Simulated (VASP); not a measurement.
A run of VASP 6.6.1:

INCAR

```
  PREC = Accurate
  ENCUT = 600
  EDIFF = 1E-6
  ISMEAR = 0
  SIGMA = 0.1
  LREAL = F
  LASPH = T
  NELM = 100
  ALGO = Normal
  ISIF = 3
  LWAVE = F
  LCHARG = F
  GGA = PE
  IBRION = 2
  NSW = 100
  EDIFFG = -0.01
```

Contents of KPOINTS:

```
Automatic mesh
0
Gamma
  18 18 20
```

Contents of POSCAR:

```
B
1.0
    3.4245505873      0.0000000000      0.0000000000
   -1.7122752936      2.9657478051      0.0000000000
    0.0000000000      0.0000000000      2.2676396238
B
3
Direct
    0.5000000000      0.5000000000      0.0000000000
    0.5000000000      0.0000000000      0.0000000000
    0.0000000000      0.5000000000      0.0000000000
```

Potentials or basis: VASP PAW PBE potentials, release 64 (B).

Command:

```console
$ cat potpaw_PBE.64/B/POTCAR > POTCAR
$ mpirun -np 1 vasp_std > vasp.out
```

Hardware: 1 thread of Intel(R) Xeon(R) 6975P-C (Granite Rapids) (shared host).

Task: How long does it take, and how much memory?

Result: It took 110 s on 1 thread of Intel(R) Xeon(R) 6975P-C (Granite Rapids) (shared host), peak memory 0.19 GiB. Counts: scf iterations 33, k points 407, ion steps 5.
